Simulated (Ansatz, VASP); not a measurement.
Two plane-wave programs on Al3GaAs4

INCAR

```
SYSTEM = Al3GaAs4
PREC = Accurate ; ENCUT = 600
EDIFF = 1E-7 ; ISMEAR = 0
SIGMA = 0.02 ; LREAL = .False.
LASPH = .True. ; NELM = 100
ALGO = Normal ; ISIF = 3
LWAVE = .False. ; LCHARG = .False.
GGA = PE ; IBRION = 2
NSW = 100 ; EDIFFG = -0.01
```

The input KPOINTS:

```
Automatic mesh
0
Gamma
  8 4 6
  0 0 0
```

Contents of POSCAR:

```
Al3GaAs4
1.0
    4.0552462000      0.0000000000      0.0000000000
    0.0000000000      8.1095034000      0.0000000000
    0.0000000000      0.0000000000      5.7294873000
Al Ga As
3 1 4
Direct
    0.0000000000      0.0000000000      0.0003480000
    0.5000000000      0.2497310000      0.5000120000
    0.5000000000      0.7502690000      0.5000120000
    0.0000000000      0.5000000000      0.9998420000
    0.0000000000      0.7507960000      0.7491330000
    0.5000000000      0.0000000000      0.2498820000
    0.0000000000      0.2492040000      0.7491330000
    0.5000000000      0.5000000000      0.2516390000
```

Input for Ansatz:

```yaml
crystal:
  lattice:
    - [4.0552462, 0.0, 0.0]
    - [0.0, 8.1095034, 0.0]
    - [0.0, 0.0, 5.7294873]
  atoms:
    - { symbol: Al, position: [0.0, 0.0, 0.000348] }
    - { symbol: Al, position: [0.5, 0.249731, 0.500012] }
    - { symbol: Al, position: [0.5, 0.750269, 0.500012] }
    - { symbol: Ga, position: [0.0, 0.5, 0.999842] }
    - { symbol: As, position: [0.0, 0.750796, 0.749133] }
    - { symbol: As, position: [0.5, 0.0, 0.249882] }
    - { symbol: As, position: [0.0, 0.249204, 0.749133] }
    - { symbol: As, position: [0.5, 0.5, 0.251639] }
basis:
  ecutwfc: 420
kpoints:
  mp_grid: { grid: [8, 4, 6] }
hamiltonian:
  xc: pbe
scf:
  occupations: { method: gaussian, width: 0.02 }
output:
  forces: true
  stress: true
  eigenvalues: true
relax:
  adjacent_minimum: "off"
  f_tol: 0.01
  max_steps: 80
  cell: { stress_tol: 0.05 }
```

Alike in both runs: task relaxation of cell and atoms; functional PBE; k mesh 8 × 4 × 6; occupations gaussian, width 0.02 eV; no spin polarisation.

|  | VASP | Ansatz |
| --- | --- | --- |
| version | VASP 6.6.1 | Ansatz 0.2.0 |
| potentials or method | VASP PAW PBE potentials, release 64 (Al, Ga_d, As), cutoff 600 eV | scalar-relativistic, plane waves, PAW |
| valence electrons in the cell | 42 | 82 |

VASP gave:

```
gap on the k mesh at the Fermi level, each at its own relaxed structure (eV) : 1.28
relaxed volume (Å³/atom)                                                     : 23.63
relaxed length of the cell vector where the two differ most in proportion (Å)              : 5.736
```

Q: Estimate Ansatz's values.

A: gap on the k mesh at the Fermi level, each at its own relaxed structure (eV): 1.30; relaxed volume (Å³/atom): 23.55; relaxed length of the cell vector where the two differ most in proportion (Å): 5.729.

VASP's potentials hold 42 valence electrons a cell and Ansatz's 82, so a difference there can come from the potentials and not from the codes.
